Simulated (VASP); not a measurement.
# Hf4Si8O in VASP: single point with PBEsol

Aim: the single point of Hf4Si8O with PBEsol.

Everything below comes from runs of VASP 6.6.1. Logs are shortened: lines on timing, memory, paths and dates and some standing lists are left out, and cuts for length are marked.

## (1) The cell of the first run

The cell holds a slab with vacuum, 13 atoms: a = 3.636 Å, b = 3.650 Å, c = 31.264 Å, α = 90.00°, β = 90.00°, γ = 90.00°.

## (2) Single point, PBEsol

Contents of INCAR:

```
PREC = Accurate
ENCUT = 520
EDIFF = 1E-6
ISMEAR = 0
SIGMA = 0.1
LREAL = F
LASPH = T
NELM = 120
ALGO = Normal
ISIF = 2
LWAVE = F
LCHARG = F
LDIPOL = T
IDIPOL = 3
DIPOL = 0.5 0.5 0.481
GGA = PS
NBANDS = 51
GGA_COMPAT = F
NELMDL = -8
```

Contents of KPOINTS:

```
Automatic mesh
0
Gamma
  8 8 1
```

Contents of POSCAR:

```
Hf4Si8O
1.0
    3.6361020410      0.0000000000      0.0000000000
    0.0000000000      3.6500013765      0.0000000000
    0.0000000000      0.0000000000     31.2637679754
Si Hf O
8 4 1
Direct
    0.2500000000      0.5000000000      0.2718802163
    0.7500000000      0.0000000000      0.2720816343
    0.2500000000      0.0000000000      0.3613706245
    0.7500000000      0.0000000000      0.4120101345
    0.2497585898      0.0007118288      0.5017245563
    0.7498082167      0.4977786485      0.5017538388
    0.2494776788      0.4991918218      0.5916345967
    0.7491920857      0.5211410862      0.6442035804
    0.7500000000      0.5000000000      0.3386516993
    0.2500000000      0.5000000000      0.4347290597
    0.7495673807     -0.0101431676      0.5684211477
    0.2491173424      0.0079095637      0.6614094980
    0.7488259574      0.8051293923      0.6919625487
```

Potentials or basis: VASP PAW PBE potentials, release 64 (Si, Hf_pv, O).

Run with:

```sh
$ cat potpaw_PBE.64/Si/POTCAR potpaw_PBE.64/Hf_pv/POTCAR potpaw_PBE.64/O/POTCAR > POTCAR
$ mpirun -np 1 vasp_std > vasp.out
```

OUTCAR:

```text
PREC = Accurate
   ENCUT = 520
   EDIFF = 1E-6
   ISMEAR = 0
   LREAL = F
   LASPH = T
   NELM = 120
   ISIF = 2
   GGA = PS
   NELMDL = -8

 ion  position               nearest neighbor table
   1  0.250  0.500  0.272-   2 2.58   2 2.58   2 2.58   2 2.58   9 2.77   9 2.77
   2  0.750  0.000  0.272-   1 2.58   1 2.58   1 2.58   1 2.58   9 2.77   9 2.77
   3  0.250  0.000  0.361-   4 2.41   4 2.41   9 2.67   9 2.67   9 2.67   9 2.67  10 2.93  10 2.93

   4  0.750  0.000  0.412-   3 2.41   3 2.41  10 2.67  10 2.67  10 2.67  10 2.67   9 2.93   9 2.93

   5  0.250  0.001  0.502-   6 2.57   6 2.57   6 2.58   6 2.58  11 2.77  11 2.77  10 2.78  10 2.78
[... 5 lines left out ...]
   8  0.749  0.521  0.644-  13 1.82   7 2.45   7 2.45  12 2.60  12 2.60  12 2.67  12 2.67  11 2.92
                            11 3.06
   9  0.750  0.500  0.339-   3 2.67   3 2.67   3 2.67   3 2.67   2 2.77   2 2.77   1 2.77   1 2.77
                             4 2.93   4 2.93  10 3.51  10 3.51
  10  0.250  0.500  0.435-   4 2.67   4 2.67   4 2.67   4 2.67   6 2.77   6 2.77   5 2.78   5 2.78
                             3 2.93   3 2.93   9 3.51   9 3.51
  11  0.750  0.990  0.568-   7 2.65   7 2.65   7 2.70   7 2.70   6 2.75   5 2.77   5 2.77   6 2.79
                             8 2.92   8 3.06  12 3.43  12 3.43
  12  0.249  0.008  0.661-  13 2.18  13 2.18   8 2.60   8 2.60   8 2.67   8 2.67   7 2.82   7 2.86
                            11 3.43  11 3.43
  13  0.749  0.805  0.692-   8 1.82  12 2.18  12 2.18

  LATTYP: Found a simple orthorhombic cell.
 ALAT       =     3.6361020410
 B/A-ratio  =     1.0038225923
 C/A-ratio  =     8.5981547335

  Lattice vectors:

 A1 = (   3.6361020410,   0.0000000000,   0.0000000000)
 A2 = (   0.0000000000,   3.6500013765,   0.0000000000)
 A3 = (   0.0000000000,   0.0000000000,  31.2637679754)

Analysis of symmetry for initial positions (statically):
=====================================================================
 Subroutine PRICEL returns:
 Original cell was already a primitive cell.

 Routine SETGRP: Setting up the symmetry group for a
 simple orthorhombic supercell.

 Subroutine GETGRP returns: Found  1 space group operations
 (whereof  1 operations were pure point group operations)
 out of a pool of  8 trial point group operations.

The static configuration has the point symmetry C_1 .

Analysis of symmetry for dynamics (positions and initial velocities):
=====================================================================
 Subroutine PRICEL returns:
 Original cell was already a primitive cell.

 Routine SETGRP: Setting up the symmetry group for a
 simple orthorhombic supercell.

 Subroutine GETGRP returns: Found  1 space group operations
 (whereof  1 operations were pure point group operations)
 out of a pool of  8 trial point group operations.

The dynamic configuration has the point symmetry C_1 .

 Subroutine INISYM returns: Found  1 space group operations
 (whereof  1 operations are pure point group operations),
 and found     1 'primitive' translations

----------------------------------------------------------------------------------------

                                     Primitive cell

  volume of cell :     414.9258

  direct lattice vectors                    reciprocal lattice vectors
     3.636102041  0.000000000  0.000000000     0.275019785  0.000000000  0.000000000
     0.000000000  3.650001377  0.000000000     0.000000000  0.273972499  0.000000000
     0.000000000  0.000000000 31.263767975     0.000000000  0.000000000  0.031985908

  length of vectors
     3.636102041  3.650001377 31.263767975     0.275019785  0.273972499  0.031985908

  position of ions in fractional coordinates (direct lattice)
     0.250000000  0.500000000  0.271880216
     0.750000000  0.000000000  0.272081634
     0.250000000  0.000000000  0.361370624
     0.750000000  0.000000000  0.412010135
     0.249758590  0.000711829  0.501724556
     0.749808217  0.497778649  0.501753839
     0.249477679  0.499191822  0.591634597
     0.749192086  0.521141086  0.644203580
     0.750000000  0.500000000  0.338651699
     0.250000000  0.500000000  0.434729060
     0.749567381  0.989856832  0.568421148
     0.249117342  0.007909564  0.661409498
[... 34 lines left out ...]
     0.034377473  0.034246562  0.031985908

  Shift w.r.t. Gamma in fractional coordinates (k-lattice)
     0.000000000  0.000000000  0.000000000

 Subroutine IBZKPT returns following result:
 ===========================================

 Found     34 irreducible k-points:

 Following reciprocal coordinates:
            Coordinates               Weight
  0.000000  0.000000  0.000000      1.000000
  0.125000  0.000000  0.000000      2.000000
  0.250000  0.000000  0.000000      2.000000
  0.375000  0.000000  0.000000      2.000000
  0.500000  0.000000  0.000000      1.000000
  0.000000  0.125000  0.000000      2.000000
[... 16 lines left out ...]
  0.125000  0.375000  0.000000      2.000000
  0.125000 -0.375000  0.000000      2.000000
 [... further k-points ...]
   k-points           NKPTS =     34   k-points in BZ     NKDIM =     34   number of bands    NBANDS=     51
   number of dos      NEDOS =    301   number of ions     NIONS =     13
   total plane-waves  NPLWV = 188160
   dimension x,y,z NGX =    28 NGY =   28 NGZ =  240
   dimension x,y,z NGXF=    56 NGYF=   56 NGZF=  480
   ions per type =               8   4   1
   NGX,Y,Z   is equivalent  to a cutoff of  12.80, 12.75, 12.76 a.u.
   NGXF,Y,Z  is equivalent  to a cutoff of  25.60, 25.51, 25.52 a.u.
 SYSTEM =  unknown system
   PREC   = accura    normal or accurate (medium, high low for compatibility)
   ISTART =      0    job   : 0-new  1-cont  2-samecut
   ICHARG =      2    charge: 1-file 2-atom 10-const
   ISPIN  =      1    spin polarized calculation?
   LNONCOLLINEAR =      F non collinear calculations
   LSORBIT =      F    spin-orbit coupling
   LASPH  =      T    aspherical Exc in radial PAW
   ENCUT  =  520.0 eV  38.22 Ry    6.18 a.u.   6.76  6.79 58.13*2*pi/ulx,y,z
   NELM   =    120;   NELMIN=  2; NELMDL= -8     # of ELM steps
   EDIFF  = 0.1E-05   stopping-criterion for ELM
   LREAL  =      F    real-space projection
   EDIFFG = 0.1E-04   stopping-criterion for IOM
   NSW    =      0    number of steps for IOM
   IBRION =     -1    ionic relax: 0-MD 1-quasi-New 2-CG
   NFREE  =      0    steps in history (QN), initial steepest desc. (CG)
   ISIF   =      2    stress and relaxation
   ISYM   =      2    0-nonsym 1-usesym 2-fastsym
   POTIM  = 0.5000    time-step for ionic-motion
   TEBEG  =    0.0;   TEEND  =   0.0 temperature during run
   PSTRESS=    0.0 pullay stress
   NELECT =      78.0000    total number of electrons
   NUPDOWN=      -1.0000    fix difference up-down
   EMIN   =  10.00;   EMAX   =-10.00  energy-range for DOS
   EFERMI =   0.00;   METHOD = LEGACY
   ISMEAR =     0;   SIGMA  =   0.10  broadening in eV -4-tet -1-fermi 0-gaus
   EFERMI_NEDOS =   21; number of points for ismear=-14 and -15
   IALGO  =     38    algorithm
   IMIX   =      4    mixing-type and parameters
     AMIX     =   0.40;   BMIX     =  1.00
     AMIX_MAG =   1.60;   BMIX_MAG =  1.00
  volume/ion in A,a.u.               =      31.92       215.39
  Fermi-wavevector in a.u.,A,eV,Ry     =   0.937813  1.772210 11.966231  0.879493
  Thomas-Fermi vector in A             =   2.064962
   LORBIT       =      0    0 simple, 1 ext, 2 COOP (PROOUT), +10 PAW based schemes
   GGA     = PS    functional components
   LHFCALC =     F    Hartree Fock is set to
   AEXX    =    0.0000 exact exchange contribution
   IVDW    =     0    specifies the selected vdW correction
   LEPSILON=     F    determine dielectric tensor
   LRPA    =     F    only Hartree local field effects (RPA)
 non-spin polarized calculation
 Gauss-broadening in eV      SIGMA  =   0.10
  energy-cutoff  :      520.00
  volume of cell :      414.93
 maximum number of plane-waves:     11244
 NGX is ok and might be reduce to    28
   NGX = 13   NGY = 13   NGZ =117

 dipolmoment           0.000000      0.000000      0.033522 electrons x Angstroem

 number of electron      78.0000000 magnetization

 dipolmoment           0.000000      0.000000     -0.085543 electrons x Angstroem

 Free energy of the ion-electron system (eV)
  ---------------------------------------------------
  ext. energy  EPLUGINS =         0.00000000
  ---------------------------------------------------
  free energy    TOTEN  =      -101.15733126 eV

  energy without entropy =     -101.13078349  energy(sigma->0) =     -101.14405738

 E-fermi :   1.4973     XC(G=0):  -6.0338

 val. band max:        1.4960426796   @ k =   0.5000   0.2500   0.0000
 cond. band min:       1.5062167605   @ k =   0.3750   0.2500   0.0000
 fundamental gap:      0.0101740809
 Fermi energy:         1.4972599158

 k-point     1 :       0.0000    0.0000    0.0000
  band No.  band energies     occupation
      1     -29.9000      2.00000
      2     -29.7371      2.00000
      3     -29.6920      2.00000
      4     -28.9757      2.00000
      5     -28.9021      2.00000
      6     -28.8725      2.00000
[... 1285 lines left out ...]
     50       4.4026      0.00000
     51       4.6725      0.00000

 [... further k-points ...]

------------------------ aborting loop because EDIFF is reached ----------------------------------------

 vacuum level on the upper side and lower side of the slab       (xc-potential included)        -0.726         0.495

  FORCE on cell =-STRESS in cart. coord.  units (eV):
  Direction    XX          YY          ZZ          XY          YZ          ZX
  --------------------------------------------------------------------------------------
  -------------------------------------------------------------------------------------
  Total       -3.5141982      1.2172812      1.1583666     -0.0086815      0.0787158      0.0225515
  in kB      -13.5695807      4.7003595      4.4728693     -0.0335225      0.3039500      0.0870795
  external PRESSURE =      -1.4654506 kB  Pullay stress =       0.0000000 kB

 VOLUME and BASIS-vectors are now :
 -----------------------------------------------------------------------------
  energy-cutoff  :      520.00
  volume of cell :      414.93
      direct lattice vectors                 reciprocal lattice vectors
     3.636102041  0.000000000  0.000000000     0.275019785  0.000000000  0.000000000
     0.000000000  3.650001377  0.000000000     0.000000000  0.273972499  0.000000000
     0.000000000  0.000000000 31.263767975     0.000000000  0.000000000  0.031985908

 POSITION                                       TOTAL-FORCE (eV/Angst)
 -----------------------------------------------------------------------------------
      0.90903      1.82500      8.50000         0.000093      0.007105     -0.267157
      2.72708      0.00000      8.50630        -0.000060     -0.004366     -0.282274
      0.90903      0.00000     11.29781         0.000036      0.009695     -0.388175
      2.72708      0.00000     12.88099        -0.000160     -0.006613     -0.022791
      0.90815      0.00260     15.68580        -0.000291     -0.000500      0.002469
      2.72638      1.81689     15.68672         0.000565      0.000505     -0.001096
      0.90713      1.82205     18.49673         0.000396     -0.004845      0.025523
      2.72414      1.90217     20.14023         0.001131     -0.042234     -0.036627
      2.72708      1.82500     10.58753        -0.000052     -0.005098      0.865221
      0.90903      1.82500     13.59127        -0.003487     -0.001241      0.063406
      2.72550      3.61298     17.77099         0.000402      0.005566      0.006764
      0.90582      0.02887     20.67815         0.000405     -0.036198      0.077687
      2.72281      2.93872     21.63336         0.001022      0.078222     -0.042948
 -----------------------------------------------------------------------------------
    total drift:                                0.000005      0.000345      0.000014

  FREE ENERGIE OF THE ION-ELECTRON SYSTEM (eV)
  ---------------------------------------------------
  free  energy   TOTEN  =      -101.1573312556 eV

  energy  without entropy=     -101.1307834946  energy(sigma->0) =     -101.14405738

 vacuum level on the upper side and lower side of the slab         5.467         6.747
```

It took 29 min on 1 thread of Oxide Virtual Turin-like, shared host; peak memory 0.78 GiB.

What came out:

- Free energy: -101.1573 eV
- Largest force: 0.865 eV/Å
- Band gap on the k mesh: zero (bands 39 and 40 overlap by 1.32 eV)

Forces in eV/Å, atoms in the order of the input:
```
Si   0.000  0.007 -0.267
Si   0.000 -0.004 -0.282
Si   0.000  0.010 -0.388
Si   0.000 -0.007 -0.023
Si   0.000 -0.001  0.002
Si   0.001  0.001 -0.001
Si   0.000 -0.005  0.026
Si   0.001 -0.042 -0.037
Hf   0.000 -0.005  0.865
Hf  -0.003 -0.001  0.063
Hf   0.000  0.006  0.007
Hf   0.000 -0.036  0.078
O    0.001  0.078 -0.043
```

Levels at points of the mesh, in eV from the Fermi level:
| k point | band 35 | band 36 | band 37 | band 38 | band 39 | band 40 | band 41 | band 42 | band 43 | band 44 |
| --- | --- | --- | --- | --- | --- | --- | --- | --- | --- | --- |
| (0.00, 0.00, 0.00) | -1.67 | -1.63 | -1.42 | -0.28 | 0.10 | 0.38 | 1.21 | 1.46 | 1.59 | 1.81 |
| (0.50, 0.00, 0.00) | -1.73 | -0.54 | -0.43 | -0.18 | -0.02 | 0.52 | 0.59 | 0.77 | 1.19 | 1.59 |
| (0.00, 0.50, 0.00) | -1.10 | -0.91 | -0.43 | -0.27 | 0.08 | 0.24 | 0.33 | 1.11 | 1.32 | 1.47 |
| (0.50, 0.50, 0.00) | -2.87 | -2.28 | -2.26 | -0.82 | -0.44 | -0.40 | 0.80 | 2.27 | 2.39 | 2.41 |

Caveat: the PAW data sets were made with another functional, which shifts forces and pressure a little; spin-orbit coupling is left out, which moves the levels of the heavy elements.
